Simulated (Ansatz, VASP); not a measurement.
## Tl: VASP beside Ansatz

```xyz
4
Lattice="3.5435 0.0000 0.0000 -1.7717 3.0687 0.0000 0.0000 0.0000 11.3494" Properties=species:S:1:pos:R:3 pbc="T T T"
Tl   -1.7717    3.0687    0.0000
Tl    0.0000    0.0000    5.6747
Tl    0.0000    2.0458    2.8373
Tl    1.7717    1.0229    8.5120
```

Alike in both runs: task single point; functional RPBE; k mesh 11 × 11 × 3; occupations fermi-dirac, width 0.1 eV; no spin polarisation.

|  | VASP | Ansatz |
| --- | --- | --- |
| version | VASP 6.6.1 | Ansatz 0.2.0 |
| potentials or method | VASP PAW PBE potentials, release 64 (Tl_d), cutoff 520 eV | plane waves (420 eV) with PAW, scalar-relativistic |
| valence electrons in the cell | 52 | 52 |

```csv
,VASP,Ansatz,Ansatz less VASP
pressure (GPa),2.0,2.1,+0.06
"traceless stress, the component that is largest in VASP (GPa)",0.18,0.18,+0.005
```

VASP's potentials were made for PBE, not for RPBE. The functional is the same, so the differences come from potentials, cutoffs and numerics.

Neither program's run includes spin-orbit coupling.
